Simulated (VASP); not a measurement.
# MgGe2 (C2/m) in VASP: settings compared

MgGe2 is run at these levels: PBE, LDA; tasks: single point.

Everything below comes from runs of VASP 6.6.1. Logs are shortened: lines on timing, memory, paths and dates and some standing lists are left out, and cuts for length are marked.

**1. The cell of the first run**

The structure is monoclinic, space group C2/m (No. 12). The conventional cell has a = 6.711 Å, b = 3.899 Å, c = 4.866 Å, α = 90.00°, β = 90.02°, γ = 90.00°. Ge (site symmetry m) has 3 Ge at 2.53 to 2.54 Å and 3 Mg at 2.90 to 2.91 Å within 3.3 Å. Mg (site symmetry 2/m) has 12 Ge at 2.90 to 3.77 Å within 3.8 Å.

**2. Single point, PBE**

Input file INCAR:

```
SYSTEM = MgGe2
  ALGO = Normal
  EDIFF = 1E-7
  ENCUT = 520
  GGA = PE
  ISIF = 2
  ISMEAR = -1
  LASPH = .True.
  LCHARG = .False.
  LREAL = .False.
  LWAVE = .False.
  NBANDS = 39
  NELM = 100
  PREC = Accurate
  SIGMA = 0.05
```

Input file KPOINTS:

```
k-points
0
Gamma
  8 8 5
  0 0 0
```

Input file POSCAR:

```
MgGe2
1.0
    5.9072417635     -1.9494317386     -0.1797707231
    5.9072417635      1.9494317386     -0.1797707231
   -3.6380268452      0.0000000000      5.6389673183
Ge Mg
4 2
Direct
    0.5604269019      0.5604269019      0.3933399422
    0.4395730981      0.4395730981      0.6066600578
    0.9394009155      0.9394009155      1.1063899502
    0.0605990845      0.0605990845     -0.1063899502
    0.7500344652      0.7500344652      0.2501906026
    0.2499655348      0.2499655348      0.7498093974
```

Potentials or basis: VASP PAW PBE potentials, release 64 (Ge_d, Mg).

Run with:

```
cat potpaw_PBE.64/Ge_d/POTCAR potpaw_PBE.64/Mg/POTCAR > POTCAR
mpirun -np 1 vasp_std > vasp.out
```

OUTCAR:

```text
SYSTEM = MgGe2
   EDIFF = 1E-7
   ENCUT = 520
   GGA = PE
   ISIF = 2
   ISMEAR = -1
   LASPH = .True.
   LREAL = .False.
   NELM = 100
   PREC = Accurate

 ion  position               nearest neighbor table
   1  0.560  0.560  0.393-   2 2.53   3 2.54   3 2.54   5 2.90   6 2.91   6 2.91
   2  0.440  0.440  0.607-   1 2.53   4 2.54   4 2.54   6 2.90   5 2.91   5 2.91
   3  0.939  0.939  0.106-   4 2.53   1 2.54   1 2.54   5 2.90   6 2.91   6 2.91
   4  0.061  0.061  0.894-   3 2.53   2 2.54   2 2.54   6 2.90   5 2.91   5 2.91
   5  0.750  0.750  0.250-   1 2.90   3 2.90   4 2.91   4 2.91   2 2.91   2 2.91
   6  0.250  0.250  0.750-   2 2.90   4 2.90   3 2.91   3 2.91   1 2.91   1 2.91

  LATTYP: Found a base centered monoclinic cell.
 ALAT       =    11.8199530905
 B/A-ratio  =     0.3298543951
 C/A-ratio  =     0.5677414615
 COS(beta)  =    -0.5674345897

  Lattice vectors:

 A1 = (   5.9072417635,  -1.9494317386,  -0.1797707231)
 A2 = (   5.9072417635,   1.9494317386,  -0.1797707231)
 A3 = (  -3.6380268452,   0.0000000000,   5.6389673183)

Analysis of symmetry for initial positions (statically):
=====================================================================
 Subroutine PRICEL returns:
 Original cell was already a primitive cell.

 Routine SETGRP: Setting up the symmetry group for a
 base centered monoclinic supercell.

 Subroutine GETGRP returns: Found  4 space group operations
 (whereof  4 operations were pure point group operations)
 out of a pool of  4 trial point group operations.

The static configuration has the point symmetry C_2h.

Analysis of symmetry for dynamics (positions and initial velocities):
=====================================================================
 Subroutine PRICEL returns:
 Original cell was already a primitive cell.

 Routine SETGRP: Setting up the symmetry group for a
 base centered monoclinic supercell.

 Subroutine GETGRP returns: Found  4 space group operations
 (whereof  4 operations were pure point group operations)
 out of a pool of  4 trial point group operations.

The dynamic configuration has the point symmetry C_2h.

 Subroutine INISYM returns: Found  4 space group operations
 (whereof  4 operations are pure point group operations),
 and found     1 'primitive' translations

----------------------------------------------------------------------------------------

                                     Primitive cell

  volume of cell :     127.3241

  direct lattice vectors                    reciprocal lattice vectors
     5.907241764 -1.949431739 -0.179770723     0.086336980 -0.256485000  0.055701023
     5.907241764  1.949431739 -0.179770723     0.086336980  0.256485000  0.055701023
    -3.638026845  0.000000000  5.638967318     0.005504859  0.000000000  0.180888941

  length of vectors
     6.223191052  6.223191052  6.710677443     0.276299174  0.276299174  0.180972684

  position of ions in fractional coordinates (direct lattice)
     0.560426902  0.560426902  0.393339942
     0.439573098  0.439573098  0.606660058
     0.939400916  0.939400916  0.106389950
     0.060599084  0.060599084  0.893610050
     0.750034465  0.750034465  0.250190603
     0.249965535  0.249965535  0.749809397

  ion indices of the primitive-cell ions
   primitive index   ion index
                 1           1
                 2           2
                 3           3
                 4           4
                 5           5
                 6           6

----------------------------------------------------------------------------------------

 KPOINTS: k-points

Automatic generation of k-mesh.
 Grid dimensions read from file:
 generate k-points for:    8    8    5

 Generating k-lattice:

  Cartesian coordinates                     Fractional coordinates (reciprocal lattice)
     0.010792122 -0.032060625  0.006962628     0.125000000  0.000000000  0.000000000
     0.010792122  0.032060625  0.006962628     0.000000000  0.125000000  0.000000000
     0.001100972  0.000000000  0.036177788     0.000000000  0.000000000  0.200000000

  Length of vectors
     0.034537397  0.034537397  0.036194537

  Shift w.r.t. Gamma in fractional coordinates (k-lattice)
     0.000000000  0.000000000  0.000000000

 Subroutine IBZKPT returns following result:
 ===========================================

 Found     93 irreducible k-points:

 Following reciprocal coordinates:
            Coordinates               Weight
  0.000000  0.000000  0.000000      1.000000
  0.125000  0.000000  0.000000      4.000000
  0.250000  0.000000  0.000000      4.000000
  0.375000 -0.000000  0.000000      4.000000
  0.500000  0.000000  0.000000      2.000000
  0.125000  0.125000  0.000000      2.000000
[... 16 lines left out ...]
  0.125000  0.000000  0.200000      4.000000
  0.250000 -0.000000  0.200000      4.000000
 [... further k-points ...]
   k-points           NKPTS =     93   k-points in BZ     NKDIM =     93   number of bands    NBANDS=     39
   number of dos      NEDOS =    301   number of ions     NIONS =      6
   total plane-waves  NPLWV = 115200
   dimension x,y,z NGX =    48 NGY =   48 NGZ =   50
   dimension x,y,z NGXF=    96 NGYF=   96 NGZF=  100
   ions per type =               4   2
   NGX,Y,Z   is equivalent  to a cutoff of  12.82, 12.82, 12.39 a.u.
   NGXF,Y,Z  is equivalent  to a cutoff of  25.65, 25.65, 24.77 a.u.
 SYSTEM =  MgGe2
   PREC   = accura    normal or accurate (medium, high low for compatibility)
   ISTART =      0    job   : 0-new  1-cont  2-samecut
   ICHARG =      2    charge: 1-file 2-atom 10-const
   ISPIN  =      1    spin polarized calculation?
   LNONCOLLINEAR =      F non collinear calculations
   LSORBIT =      F    spin-orbit coupling
   LASPH  =      T    aspherical Exc in radial PAW
   ENCUT  =  520.0 eV  38.22 Ry    6.18 a.u.  11.57 11.57 12.48*2*pi/ulx,y,z
   NELM   =    100;   NELMIN=  2; NELMDL= -5     # of ELM steps
   EDIFF  = 0.1E-06   stopping-criterion for ELM
   LREAL  =      F    real-space projection
   EDIFFG = 0.1E-05   stopping-criterion for IOM
   NSW    =      0    number of steps for IOM
   IBRION =     -1    ionic relax: 0-MD 1-quasi-New 2-CG
   NFREE  =      0    steps in history (QN), initial steepest desc. (CG)
   ISIF   =      2    stress and relaxation
   ISYM   =      2    0-nonsym 1-usesym 2-fastsym
   POTIM  = 0.5000    time-step for ionic-motion
   TEBEG  =    0.0;   TEEND  =   0.0 temperature during run
   PSTRESS=    0.0 pullay stress
   NELECT =      60.0000    total number of electrons
   NUPDOWN=      -1.0000    fix difference up-down
   EMIN   =  10.00;   EMAX   =-10.00  energy-range for DOS
   EFERMI =   0.00;   METHOD = LEGACY
   ISMEAR =    -1;   SIGMA  =   0.05  broadening in eV -4-tet -1-fermi 0-gaus
   EFERMI_NEDOS =   21; number of points for ismear=-14 and -15
   IALGO  =     38    algorithm
   IMIX   =      4    mixing-type and parameters
     AMIX     =   0.40;   BMIX     =  1.00
     AMIX_MAG =   1.60;   BMIX_MAG =  1.00
  volume/ion in A,a.u.               =      21.22       143.20
  Fermi-wavevector in a.u.,A,eV,Ry     =   1.273958  2.407431 22.081822  1.622968
  Thomas-Fermi vector in A             =   2.406752
   LORBIT       =      0    0 simple, 1 ext, 2 COOP (PROOUT), +10 PAW based schemes
   GGA     = PE    functional components
[... 5 lines left out ...]
 non-spin polarized calculation
  energy-cutoff  :      520.00
  volume of cell :      127.32
 maximum number of plane-waves:      3460
 NGX is ok and might be reduce to    48
   NGX = 23   NGY = 23   NGZ = 25

 number of electron      60.0000009 magnetization

 Free energy of the ion-electron system (eV)
  ---------------------------------------------------
  ext. energy  EPLUGINS =         0.00000000
  ---------------------------------------------------
  free energy    TOTEN  =       -21.06053629 eV

  energy without entropy =      -21.05007765  energy(sigma->0) =      -21.05530697

 E-fermi :   4.6288     XC(G=0):  -9.8864

 val. band max:        4.6186783861   @ k =   0.1250   0.1250   0.0000
 cond. band min:       4.6304413380   @ k =   0.3750   0.1250   0.0000
 fundamental gap:      0.0117629519
 Fermi energy:         4.6287740340

 k-point     1 :       0.0000    0.0000    0.0000
  band No.  band energies     occupation
      1     -19.8775      2.00000
      2     -19.8762      2.00000
      3     -19.8695      2.00000
      4     -19.8068      2.00000
      5     -19.7919      2.00000
      6     -19.7914      2.00000
[... 31 lines left out ...]
     38      11.6305      0.00000
     39      11.7987      0.00000

 k-point     2 :       0.1250    0.0000    0.0000
  band No.  band energies     occupation
      1     -19.8770      2.00000
      2     -19.8716      2.00000
      3     -19.8710      2.00000
      4     -19.8030      2.00000
      5     -19.7901      2.00000
      6     -19.7876      2.00000
[... 31 lines left out ...]
     38      11.2497      0.00000
     39      11.2946      0.00000

 k-point     3 :       0.2500    0.0000    0.0000
  band No.  band energies     occupation
      1     -19.8760      2.00000
      2     -19.8728      2.00000
      3     -19.8580      2.00000
      4     -19.7940      2.00000
      5     -19.7861      2.00000
      6     -19.7791      2.00000
[... 31 lines left out ...]
     38      11.0092      0.00000
     39      11.1147      0.00000

 k-point     4 :       0.3750   -0.0000    0.0000
  band No.  band energies     occupation
      1     -19.8748      2.00000
      2     -19.8735      2.00000
      3     -19.8363      2.00000
      4     -19.7893      2.00000
      5     -19.7802      2.00000
      6     -19.7792      2.00000
[... 31 lines left out ...]
     38      10.6523      0.00000
     39      10.6540      0.00000
[... 754 lines left out ...]
     38      11.0000      0.00000
     39      11.2132      0.00000

 k-point    23 :       0.1250    0.0000    0.2000
  band No.  band energies     occupation
      1     -19.8760      2.00000
      2     -19.8718      2.00000
      3     -19.8684      2.00000
      4     -19.8164      2.00000
      5     -19.7899      2.00000
      6     -19.7841      2.00000
[... 31 lines left out ...]
     38      10.3317      0.00000
     39      11.1094      0.00000

 k-point    24 :       0.2500   -0.0000    0.2000
  band No.  band energies     occupation
      1     -19.8748      2.00000
      2     -19.8732      2.00000
      3     -19.8551      2.00000
      4     -19.8064      2.00000
      5     -19.7894      2.00000
      6     -19.7729      2.00000
[... 31 lines left out ...]
     38      10.2738      0.00000
     39      10.7415      0.00000

 [... further k-points ...]

------------------------ aborting loop because EDIFF is reached ----------------------------------------

  FORCE on cell =-STRESS in cart. coord.  units (eV):
  Direction    XX          YY          ZZ          XY          YZ          ZX
  --------------------------------------------------------------------------------------
  -------------------------------------------------------------------------------------
  Total       -0.0732073     -0.0813726     -0.0673233      0.0000000      0.0000000     -0.0009982
  in kB       -0.9212010     -1.0239479     -0.8471594      0.0000000      0.0000000     -0.0125609
  external PRESSURE =      -0.9307694 kB  Pullay stress =       0.0000000 kB

 VOLUME and BASIS-vectors are now :
 -----------------------------------------------------------------------------
  energy-cutoff  :      520.00
  volume of cell :      127.32
      direct lattice vectors                 reciprocal lattice vectors
     5.907241764 -1.949431739 -0.179770723     0.086336980 -0.256485000  0.055701023
     5.907241764  1.949431739 -0.179770723     0.086336980  0.256485000  0.055701023
    -3.638026845  0.000000000  5.638967318     0.005504859  0.000000000  0.180888941

 POSITION                                       TOTAL-FORCE (eV/Angst)
 -----------------------------------------------------------------------------------
      5.19017      0.00000      2.01653         0.012444      0.000000      0.008764
      2.98628      0.00000      3.26289        -0.012444      0.000000     -0.008764
     10.71149      0.00000      0.26218        -0.011766      0.000000     -0.008502
     -2.53503      0.00000      5.01725         0.011766      0.000000      0.008502
      7.95107      0.00000      1.14115         0.000413      0.000000      0.000207
      0.22539      0.00000      4.13828        -0.000413      0.000000     -0.000207
 -----------------------------------------------------------------------------------
    total drift:                                0.000000     -0.000000      0.000000

  FREE ENERGIE OF THE ION-ELECTRON SYSTEM (eV)
  ---------------------------------------------------
  free  energy   TOTEN  =       -21.0605362896 eV

  energy  without entropy=      -21.0500776464  energy(sigma->0) =      -21.05530697
```

It took 15 min on 1 thread of AMD EPYC 7R43 (Zen 3), shared host; peak memory 0.51 GiB.

What came out:

```yaml
Free_energy: -21.0605 eV
Pressure: -0.1 GPa
Largest_force: 0.015 eV/Å
Band_gap_on_the_k_mesh: zero (band 30 reaches 5.36 eV, above the bottom of band 31 at 3.40 eV)
```

Forces on the atoms (eV/Å):
```
Ge   0.012  0.000  0.009
Ge  -0.012  0.000 -0.009
Ge  -0.012  0.000 -0.009
Ge   0.012  0.000  0.009
Mg   0.000  0.000  0.000
Mg   0.000  0.000  0.000
```

Levels at points of the mesh, in eV from the Fermi level:
| k point | band 27 | band 28 | band 29 | band 30 | band 31 | band 32 | band 33 | band 34 |
| --- | --- | --- | --- | --- | --- | --- | --- | --- |
| (0.00, 0.00, 0.00) | -3.10 | -1.68 | -0.04 | 0.01 | 0.93 | 1.92 | 2.48 | 2.52 |
| (0.50, 0.00, 0.00) | -3.46 | -3.46 | -1.25 | -1.25 | 0.52 | 0.52 | 2.25 | 2.26 |
| (0.50, 0.50, 0.00) | -1.26 | -0.09 | 0.21 | 0.27 | 0.65 | 1.20 | 1.59 | 2.80 |

**3. Single point, LDA**

This run uses another cell than the first one, of 19.76 Å³/atom, 0.931 times its volume.

Input file INCAR:

```
SYSTEM = MgGe2
  ALGO = Normal
  EDIFF = 1E-6
  ENCUT = 520
  GGA = CA
  ISIF = 2
  ISMEAR = -1
  LASPH = .TRUE.
  LCHARG = .TRUE.
  LELF = .TRUE.
  LREAL = .FALSE.
  LVHAR = .TRUE.
  LWAVE = .FALSE.
  NBANDS = 39
  NELM = 100
  PREC = Accurate
  SIGMA = 0.05
```

Input file KPOINTS:

```
k-points
0
G
  8 8 5
  0 0 0
```

Input file POSCAR:

```
MgGe2
1.0
    5.7611058891     -1.9066838541     -0.1818569480
    5.7611058891      1.9066838541     -0.1818569480
   -3.5551366671      0.0000000000      5.5096001790
Ge Mg
4 2
Direct
    0.5609925049      0.5609925049      0.3939266760
    0.4390074951      0.4390074951      0.6060733240
    0.9392119698      0.9392119698      1.1064568514
    0.0607880302      0.0607880302     -0.1064568514
    0.7499248518      0.7499248518      0.2498247138
    0.2500751482      0.2500751482      0.7501752862
```

Potentials or basis: VASP PAW LDA potentials, release 64 (Ge_d, Mg).

Run with:

```
cat potpaw_LDA.64/Ge_d/POTCAR potpaw_LDA.64/Mg/POTCAR > POTCAR
mpirun -np 1 vasp_std > vasp.out
```

Run time: 7 min. Hardware: 1 thread of AMD EPYC 9R45 (Zen 5), shared host; peak memory 0.46 GiB.

It converged, with:

```yaml
Free_energy: -24.9497 eV
Pressure: -0.3 GPa
Band_gap_on_the_k_mesh: zero (band 30 reaches 5.79 eV, above the bottom of band 31 at 3.69 eV)
```

Forces on the atoms (eV/Å):
```
Ge  -0.001  0.000  0.000
Ge   0.001  0.000  0.000
Ge   0.001  0.000 -0.003
Ge  -0.001  0.000  0.003
Mg   0.000  0.000 -0.001
Mg   0.000  0.000  0.001
```

Stress tensor (GPa, compression positive):
```
-0.47  0.00 -0.17
 0.00 -0.21  0.00
-0.17  0.00 -0.31
```

Levels at points of the mesh, in eV from the Fermi level:
```csv
k point,band 28,band 29,band 30,band 31,band 32,band 33
"(0.00, 0.00, 0.00)",-1.82,-0.07,0.00,0.96,2.15,2.51
"(0.50, 0.00, 0.00)",-3.71,-1.36,-1.36,0.51,0.51,2.39
"(0.50, 0.50, 0.00)",-0.06,0.22,0.29,0.65,1.61,1.70
```
